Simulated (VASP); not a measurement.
Wanted: the native input for a VASP 6.6.1 run.

```yaml
Task: single point
Functional: r2SCAN
Potentials_or_basis: VASP PAW PBE potentials, release 64 (Zn, Ge_d)
Cutoff: 520 eV
k_mesh: 6 × 6 × 6
Occupations: methfessel-paxton, width 0.1 eV
Spin: no spin polarisation
Dipole_correction: no
Further_INCAR_settings: ALGO = Normal; EDIFF = 1e-06; NBANDS = 35
```

The system is ZnGe3.

```
Zn Ge
1.0
     4.18449    0.00000    0.00000
     0.00000    4.18449    0.00000
     0.00000    0.00000    4.18449
Zn Ge
1 3
Direct
  0.00000 0.00000 0.00000
  0.00000 0.50000 0.50000
  0.50000 0.00000 0.50000
  0.50000 0.50000 0.00000
```

The input as run:

POSCAR

```
ZnGe3
1.0
    4.1844922335      0.0000000000      0.0000000000
    0.0000000000      4.1844922335      0.0000000000
    0.0000000000      0.0000000000      4.1844922335
Zn Ge
1 3
Direct
    0.0000000000      0.0000000000      0.0000000000
    0.0000000000      0.5000000000      0.5000000000
    0.5000000000      0.0000000000      0.5000000000
    0.5000000000      0.5000000000      0.0000000000
```

INCAR.step1

```
SYSTEM = ZnGe3
  ALGO = Normal
  EDIFF = 1E-4
  ENCUT = 520
  GGA = PE
  ISMEAR = 1
  LASPH = .TRUE.
  LCHARG = .FALSE.
  LREAL = .FALSE.
  LWAVE = .TRUE.
  NBANDS = 35
  NELM = 60
  PREC = Accurate
  SIGMA = 0.1
```

INCAR.step2

```
SYSTEM = ZnGe3
  ALGO = Normal
  EDIFF = 1E-6
  ENCUT = 520
  ISIF = 2
  ISMEAR = 1
  ISTART = 1
  LASPH = .TRUE.
  LCHARG = .FALSE.
  LMIXTAU = .TRUE.
  LREAL = .FALSE.
  LWAVE = .FALSE.
  METAGGA = R2SCAN
  NBANDS = 35
  NELM = 60
  PREC = Accurate
  SIGMA = 0.1
```

KPOINTS

```
k-points
0
G
  6 6 6
  0 0 0
```

Potentials or basis: VASP PAW PBE potentials, release 64 (Zn, Ge_d).

Run with:

```console
$ cat potpaw_PBE.64/Zn/POTCAR potpaw_PBE.64/Ge_d/POTCAR > POTCAR
$ cp INCAR.step1 INCAR
$ mpirun -np 1 vasp_std > vasp.out
$ cp INCAR.step2 INCAR
$ mpirun -np 1 vasp_std > vasp.out
```

It gave:

```json
{
  "Pressure": "-0.8 GPa",
  "Band gap on the k mesh": "zero (band 27 reaches 6.39 eV, above the bottom of band 28 at 2.59 eV)"
}
```

Caveat: the PAW data sets were made with another functional, which shifts forces and pressure a little.

Run time: 4.8 min on 1 thread of AMD EPYC 7R13 (shared host), peak memory 0.17 GiB.
